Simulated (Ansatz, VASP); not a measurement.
One calculation of ZnO, two programs

The input INCAR:

```
PREC     = Accurate       # precision mode
ENCUT    = 600            # plane-wave cutoff, eV
EDIFF    = 1E-7           # SCF threshold, eV
ISMEAR   = -1             # smearing method
SIGMA    = 0.02           # smearing width, eV
LREAL    = F              # projectors in reciprocal space
LASPH    = T              # aspherical terms in the spheres
NELM     = 80             # most SCF steps
ALGO     = Normal         # electronic algorithm
ISIF     = 3              # what is computed and relaxed
LWAVE    = F              # write WAVECAR
LCHARG   = F              # write CHGCAR
IBRION   = 2              # ionic algorithm
NSW      = 60             # ionic steps
EDIFFG   = -0.005         # ionic threshold
```

The input KPOINTS:

```
Automatic mesh
0
Gamma
  12 12 7
```

The input POSCAR:

```
ZnO
1.0
    3.0550650385      0.0000000000      0.0000000000
   -1.5275325192      2.6457639335      0.0000000000
    0.0000000000      0.0000000000      4.9797560127
Zn O
2 2
Direct
    0.3333333333      0.6666666667      0.0000000000
    0.6666666667      0.3333333333      0.5000000000
    0.3333333333      0.6666666667      0.3760000000
    0.6666666667      0.3333333333      0.8760000000
```

Input for Ansatz:

```yaml
crystal:
  lattice:
    - [3.0550650385, 0.0, 0.0]
    - [-1.5275325192, 2.6457639335, 0.0]
    - [0.0, 0.0, 4.9797560127]
  atoms:
    - { symbol: Zn, position: [0.3333333333, 0.6666666667, 0.0] }
    - { symbol: Zn, position: [0.6666666667, 0.3333333333, 0.5] }
    - { symbol: O, position: [0.3333333333, 0.6666666667, 0.376] }
    - { symbol: O, position: [0.6666666667, 0.3333333333, 0.876] }
kpoints:
  mp_grid: { grid: [12, 12, 7] }
scf:
  occupations: { method: fermi_dirac, width: 0.02 }
hamiltonian:
  xc: lda
  pseudopotentials: { kind: paw }
output:
  forces: true
  stress: true
relax:
  f_tol: 0.005
  max_steps: 40
  cell: {}
```

Alike in both runs: task relaxation of cell and atoms; functional LDA; k mesh 12 × 12 × 7; occupations fermi-dirac, width 0.02 eV; no spin polarisation.

|  | VASP | Ansatz |
| --- | --- | --- |
| version | VASP 6.6.1 | Ansatz 0.2.0 |
| potentials or method | VASP PAW LDA potentials, release 64 (Zn, O) | PAW with Ansatz's default frozen-core files, scalar-relativistic |
| plane-wave cutoff (eV) | 600 | 420 |
| valence electrons in the cell | 36 | 36 |

Ansatz gave:

| Item | Value |
| --- | --- |
| relaxed volume (Å³/atom) | 11.33 |
| relaxed length of the cell vector where the two differ most in proportion (Å) | 3.187 |

**Question.** What did VASP give for the same quantities?

**Answer.** Relaxed volume (Å³/atom): 11.42; relaxed length of the cell vector where the two differ most in proportion (Å): 3.196.

LDA's correlation is that of Perdew and Zunger in VASP and of Perdew and Wang (1992) in Ansatz.
